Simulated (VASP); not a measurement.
Set up this calculation in VASP 6.6.1, as the native input.

```yaml
Task: single point
Functional: LDA
Potentials_or_basis: VASP PAW LDA potentials, release 64 (Ca_sv, Mg)
Cutoff: 520 eV
k_mesh: 7 × 7 × 2
Occupations: fermi-dirac, width 0.15 eV
Spin: no spin polarisation
Dipole_correction: no
Further_INCAR_settings: ALGO = Normal; EDIFF = 1e-06; NBANDS = 20
```

The structure of CaMg lies in POSCAR:

```
CaMg
1.0
    3.6366940000      0.0000000000      0.0000000000
   -1.8183470000      3.1494690000      0.0000000000
    0.0000000000      0.0000000000     11.3355990000
Ca Mg
2 2
Direct
    0.6666666667      0.3333333333      0.6430200000
    0.3333333333      0.6666666667      0.3569800000
    0.3333333333      0.6666666667      0.8874580000
    0.6666666667      0.3333333333      0.1125420000
```

These files were run (other wordings do the same):

INCAR

```
SYSTEM = CaMg
PREC     = Accurate       ! precision mode
ENCUT    = 520            ! plane-wave cutoff, eV
EDIFF    = 1E-6           ! SCF threshold, eV
ISMEAR   = -1             ! smearing method
SIGMA    = 0.15           ! smearing width, eV
LREAL    = .False.        ! projectors in reciprocal space
LASPH    = .True.         ! aspherical terms in the spheres
NELM     = 60             ! most SCF steps
ALGO     = Normal         ! electronic algorithm
ISIF     = 2              ! what is computed and relaxed
LWAVE    = .False.        ! write WAVECAR
LCHARG   = .False.        ! write CHGCAR
NBANDS   = 20             ! bands
```

KPOINTS

```
Automatic mesh
0
Gamma
  7 7 2
  0 0 0
```

Potentials or basis: VASP PAW LDA potentials, release 64 (Ca_sv, Mg).

The run is started by

```sh
$ cat potpaw_LDA.64/Ca_sv/POTCAR potpaw_LDA.64/Mg/POTCAR > POTCAR
$ mpirun -np 1 vasp_std > vasp.out
```

Results of the run:

The pressure is -1.7 GPa, the largest force is 0.039 eV/Å and the band gap on the k mesh is zero (bands 12 and 13 overlap by 0.57 eV).

Wall time 29 s on 1 thread of Intel(R) Xeon(R) Platinum 8259CL CPU @ 2.50GHz (Skylake/Cascade Lake), with other jobs on the host, peak memory 0.21 GiB.
